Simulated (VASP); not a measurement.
Write the native input for VASP 6.6.1 that does the following.

| Property | Result |
| --- | --- |
| Task | electric field gradients |
| Functional | LDA |
| Potentials or basis | VASP PAW LDA potentials, release 64 (Ti_sv, B) |
| Cutoff | 520 eV |
| k mesh | 13 × 13 × 13 |
| Occupations | fermi-dirac, width 0.05 eV |
| Spin | no spin polarisation |
| Dipole correction | no |
| Further INCAR settings | ALGO = Normal; EDIFF = 1e-08; NBANDS = 14 |

The structure of TiB lies in POSCAR:

```
TiB
1.0
    0.0000000000      2.1422065399      2.1422065399
    2.1422065399      0.0000000000      2.1422065399
    2.1422065399      2.1422065399      0.0000000000
Ti B
1 1
Direct
    0.7500000000      0.7500000000      0.7500000000
    0.0000000000      0.0000000000      0.0000000000
```

This cell differs from its parent crystal: volume scaled by 1.06.

The input as run:

INCAR

```
  PREC = Accurate
  ENCUT = 520
  EDIFF = 1E-8
  ISMEAR = -1
  SIGMA = 0.05
  LREAL = False
  LASPH = True
  NELM = 60
  ALGO = Normal
  ISIF = 2
  LWAVE = False
  LCHARG = False
  GGA = CA
  LEFG = True
  NBANDS = 14
```

KPOINTS

```
regular mesh
0
Gamma
  13 13 13
```

Potentials or basis: VASP PAW LDA potentials, release 64 (Ti_sv, B).

Launch:

```bash
$ cat potpaw_LDA.64/Ti_sv/POTCAR potpaw_LDA.64/B/POTCAR > POTCAR
$ mpirun -np 1 vasp_std > vasp.out
```

It gave:

| Item | Value |
| --- | --- |
| Pressure | 83.0 GPa |

Caveat: without QUAD_EFG the Cq values of the log hold for a quadrupole moment of 1 mb, not for the nuclei.

Run time: 12 s on 1 thread of Intel(R) Xeon(R) Platinum 8375C CPU @ 2.90GHz (Ice Lake), with other jobs on the host, peak memory 0.14 GiB.
